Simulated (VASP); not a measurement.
Wanted: the native input for a VASP 6.6.1 run.

* Task: single point
* Functional: PBE
* Potentials or basis: VASP PAW PBE potentials, release 64 (Sn_d, O)
* Cutoff: 520 eV
* k mesh: 12 × 12 × 4
* Occupations: fermi-dirac, width 0.02 eV
* Spin: no spin polarisation
* Dipole correction: no
* Further INCAR settings: ALGO = Normal; EDIFF = 1e-07; NBANDS = 28

The structure of SnO lies in POSCAR:

```
SnO
1.0
    3.4232701730      0.0000000000      0.0000000000
   -1.7116350865      2.9646389339      0.0000000000
    0.0000000000      0.0000000000      6.4179554345
Sn O
2 2
Direct
    0.0000000000      0.0000000000      0.0000000000
    0.0000000000      0.0000000000      0.5000000000
    0.3333333333      0.6666666667      0.2500000000
    0.6666666667      0.3333333333      0.7500000000
```

The input as run:

INCAR

```
SYSTEM = SnO
PREC = Accurate ; ENCUT = 520
EDIFF = 1E-7 ; ISMEAR = -1
SIGMA = 0.02 ; LREAL = .FALSE.
LASPH = .TRUE. ; NELM = 100
ALGO = Normal ; ISIF = 2
LWAVE = .FALSE. ; LCHARG = .TRUE.
GGA = PE ; LELF = .TRUE.
LVHAR = .TRUE. ; NBANDS = 28
```

KPOINTS

```
regular mesh
0
G
  12 12 4
  0 0 0
```

Potentials or basis: VASP PAW PBE potentials, release 64 (Sn_d, O).

Launch:

```sh
$ cat potpaw_PBE.64/Sn_d/POTCAR potpaw_PBE.64/O/POTCAR > POTCAR
$ mpirun -np 1 vasp_std > vasp.out
```

Results of the run:

```json
{
  "Pressure": "2.6 GPa",
  "Band gap on the k mesh": "zero (bands 20 and 21 overlap by 0.80 eV)"
}
```

Caveat: spin-orbit coupling is left out, which moves the levels of the heavy elements.

Run time: 2.7 min on 1 thread of Intel Xeon 8259CL (shared host), peak memory 0.24 GiB.
